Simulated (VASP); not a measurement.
Input of a VASP 6.6.1 run:

File INCAR:

```
SYSTEM = SrCl2
PREC = Accurate
ENCUT = 500
EDIFF = 1E-6
ISMEAR = 0
SIGMA = 0.1
LREAL = .False.
LASPH = .True.
NELM = 120
ALGO = Normal
ISIF = 2
LWAVE = .False.
LCHARG = .False.
GGA = PE
NBANDS = 19
GGA_COMPAT = .False.
```

KPOINTS

```
Automatic mesh
0
Gamma
  4 4 4
  0 0 0
```

POSCAR

```
SrCl2
1.0
    0.0000000000      3.4883499100      3.4883499100
    3.4883499100      0.0000000000      3.4883499100
    3.4883499100      3.4883499100      0.0000000000
Sr Cl
1 2
Direct
    0.0000000000      0.0000000000      0.0000000000
    0.2500000000      0.2500000000      0.2500000000
    0.7500000000      0.7500000000      0.7500000000
```

Potentials or basis: VASP PAW PBE potentials, release 64 (Sr_sv, Cl).

The run is started by

```console
$ cat potpaw_PBE.64/Sr_sv/POTCAR potpaw_PBE.64/Cl/POTCAR > POTCAR
$ mpirun -np 1 vasp_std > vasp.out
```

Question: What does it give for the pressure?

Answer: 1.1 GPa.

Question: Predict the band gap on the k mesh.

Answer: 5.34 eV, indirect (least direct gap 5.51 eV).

A k mesh can miss the band edges. Expect the measured gap to be larger: semilocal functionals such as PBE lack the derivative discontinuity.
